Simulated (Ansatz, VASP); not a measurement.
Given: the input of a run of VASP 6.6.1 on BN.

File INCAR:

```
SYSTEM = BN
PREC = Accurate
ENCUT = 600
EDIFF = 1E-7
ISMEAR = -1
SIGMA = 0.05
LREAL = .FALSE.
LASPH = .TRUE.
NELM = 100
ALGO = Normal
ISIF = 3
LWAVE = .FALSE.
LCHARG = .FALSE.
GGA = B5
ALDAX = 1.0
AGGAX = 1.0
AGGAC = 1.0
ALDAC = 0.0
IVDW = 12
VDW_S6 = 1.0
VDW_S8 = 2.6996
VDW_A1 = 0.4298
VDW_A2 = 4.2359
IBRION = 2
NSW = 60
EDIFFG = -0.01
```

KPOINTS

```
Automatic mesh
0
G
  12 12 4
  0 0 0
```

The input POSCAR:

```
BN
1.0
    2.4982400000      0.0000000000      0.0000000000
   -1.2491200000      2.1635393048      0.0000000000
    0.0000000000      0.0000000000      6.6357000000
N B
2 2
Direct
    0.6666666667      0.3333333333      0.2500000000
    0.3333333333      0.6666666667      0.7500000000
    0.6666666667      0.3333333333      0.7500000000
    0.3333333333      0.6666666667      0.2500000000
```

Potentials or basis: VASP PAW PBE potentials, release 64 (N, B).

The run is started by

```console
$ cat potpaw_PBE.64/N/POTCAR potpaw_PBE.64/B/POTCAR > POTCAR
$ mpirun -np 1 vasp_std > vasp.out
```

Problem. Translate it to Ansatz 0.2.0. Potentials there: Ansatz PAW.

Solution. As run (the cutoff follows the program's own potentials):

Contents of input.yaml:

```yaml
crystal:
  lattice:
    - [2.49824, 0.0, 0.0]
    - [-1.24912, 2.1635393048, 0.0]
    - [0.0, 0.0, 6.6357]
  atoms:
    - { symbol: "N", position: [0.6666666667, 0.3333333333, 0.25] }
    - { symbol: "N", position: [0.3333333333, 0.6666666667, 0.75] }
    - { symbol: B, position: [0.6666666667, 0.3333333333, 0.75] }
    - { symbol: B, position: [0.3333333333, 0.6666666667, 0.25] }
hamiltonian:
  xc: blyp
  pseudopotentials: { kind: paw }
  dispersion: d3bj
kpoints:
  mp_grid: { grid: [12, 12, 4] }
scf:
  occupations: { method: fermi_dirac, width: 0.05 }
output:
  forces: true
  stress: true
relax:
  f_tol: 0.01
  max_steps: 40
  cell: { stress_tol: 0.05 }
```

Potentials or basis: Ansatz PAW.

The run is started by

```console
$ ansatz run input.yaml --threads 2 --pin off --max-ram 5632MiB --backend cpu --events-out ev --progress --plain --runs-dir out
```

Both were run:

|  | VASP | Ansatz | Ansatz less VASP |
| --- | --- | --- | --- |
| relaxed volume (Å³/atom) | 8.65 | 8.72 | +0.072 |
| relaxed cell length with the largest relative difference (Å) | 6.367 | 6.415 | +0.0476 |

VASP's potentials were made for PBE, not for BLYP.

Noted on Ansatz's run: the plane-wave basis is chosen anew once the cell has moved, so the energies of steps on either side of that aren't comparable.
